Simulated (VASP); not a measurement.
Zn: single point with BLYP

Crystal: Zn.

```
Zn
1.0
     0.00000    3.14494    3.14494
     3.14494    0.00000    3.14494
     3.14494    3.14494    0.00000
Zn
2
Cartesian
  0.7862 0.7862 0.7862
  5.5036 5.5036 5.5036
```

This isn't the form of Zn at room conditions, which is hcp.

| Property | Result |
| --- | --- |
| Program | VASP 6.6.1 |
| Task | single point |
| Functional | BLYP |
| Potentials or basis | VASP PAW PBE potentials, release 64 (Zn) |
| Cutoff | 520 eV |
| k mesh | 10 × 10 × 10 |
| Occupations | fermi-dirac, width 0.1 eV |
| Spin | no spin polarisation |
| Dipole correction | no |
| Further INCAR settings | ALGO = Normal; EDIFF = 1e-07; NBANDS = 19 |

```yaml
Pressure: -1.2 GPa
Band_gap_on_the_k_mesh: zero (bands 12 and 13 overlap by 4.39 eV)
```

Levels at points of the mesh, in eV from the Fermi level:
| k point | band 9 | band 10 | band 11 | band 12 | band 13 | band 14 | band 15 | band 16 |
| --- | --- | --- | --- | --- | --- | --- | --- | --- |
| (0.00, 0.00, 0.00) | -6.93 | -6.93 | -6.70 | 4.12 | 4.12 | 4.12 | 4.38 | 5.62 |
| (0.50, 0.00, 0.00) | -6.92 | -6.92 | -4.62 | -2.61 | 2.71 | 2.71 | 3.98 | 6.48 |
| (0.50, 0.50, 0.00) | -6.89 | -6.89 | -3.22 | -3.22 | 1.05 | 1.05 | 3.86 | 3.86 |

Run time: 100 s on 1 thread of Intel Xeon 8259CL, with other jobs on the host, peak memory 0.22 GiB.

Caveat: the PAW data sets were made with another functional, which shifts forces and pressure a little.
